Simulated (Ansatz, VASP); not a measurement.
B2N3O in VASP and in Ansatz

```
B N O
1.0
     2.63069    0.00000    0.00000
     0.00000    2.63069    0.00000
     0.00000    0.00000   10.28645
B N O
2 3 1
Direct
  0.00000 0.00000 0.31405
  0.00000 0.00000 0.68595
  0.00000 0.50000 0.68047
  0.50000 0.00000 0.31953
  0.00000 0.00000 0.00000
  0.50000 0.50000 0.00000
```

Alike in both runs: functional PBE; k mesh 6 × 6 × 4; occupations gaussian, width 0.1 eV; no spin polarisation.

Ansatz relaxed the structure, and its values are those at the end. VASP's run is a single point on that final structure, the one shown.

|  | VASP | Ansatz |
| --- | --- | --- |
| version | VASP 6.6.1 | Ansatz 0.2.0 |
| potentials or method | VASP PAW PBE potentials, release 64 (B, N, O), cutoff 520 eV | scalar-relativistic, plane waves, PAW |
| valence electrons in the cell | 27 | 27 |

VASP gave:

```
gap on the k mesh at the Fermi level (eV) : none
pressure (GPa)                            : -0.4
rms of the force components (eV/Å)        : 0.011
```

Q: Estimate Ansatz's values.

A: gap on the k mesh at the Fermi level (eV): none; pressure (GPa): -0.1; rms of the force components (eV/Å): 0.007.

A gap of «none» marks a metal or a gap that the smearing closes.

The k mesh is coarse, so the values compare programs but aren't converged.
